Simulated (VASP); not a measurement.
CdF2, 3 atoms in the cell. The structure is cubic, space group Fm-3m (No. 225). Conventional cell: a = 5.388 Å, b = 5.388 Å, c = 5.388 Å, α = 90.00°, β = 90.00°, γ = 90.00°. Within 3.1 Å of Cd (site symmetry m-3m) lie 8 F at 2.33 Å. F (site symmetry -43m) has 4 Cd at 2.33 Å and 6 F at 2.69 Å within 3.1 Å. 

| Quantity | Value |
| --- | --- |
| Program | VASP 6.6.1 |
| Task | single point |
| Functional | LDA |
| Potentials or basis | VASP PAW LDA potentials, release 64 (Cd_sv_GW, F) |
| Cutoff | 600 eV |
| k mesh | 8 × 8 × 8 |
| Occupations | gaussian, width 0.01 eV |
| Spin | no spin polarisation |
| Dipole correction | no |
| Second run | valence_matched |
| Further INCAR settings | ALGO = Normal; EDIFF = 1e-06; NBANDS = 24 |

Potentials or basis: VASP PAW LDA potentials, release 64 (Cd_sv_GW, F).

Run with:

```bash
$ cat potpaw_LDA.64/Cd_sv_GW/POTCAR potpaw_LDA.64/F/POTCAR > POTCAR
$ mpirun -np 1 vasp_std > vasp.out
```

Hardware: 1 thread of Intel(R) Xeon(R) 6975P-C (Granite Rapids), on a shared host.

Question: Estimate the wall time of this run.

Answer: Wall time 16 s on 1 thread of Intel(R) Xeon(R) 6975P-C (Granite Rapids) (shared host), peak memory 0.18 GiB. Counts: scf iterations 12, k points 29.
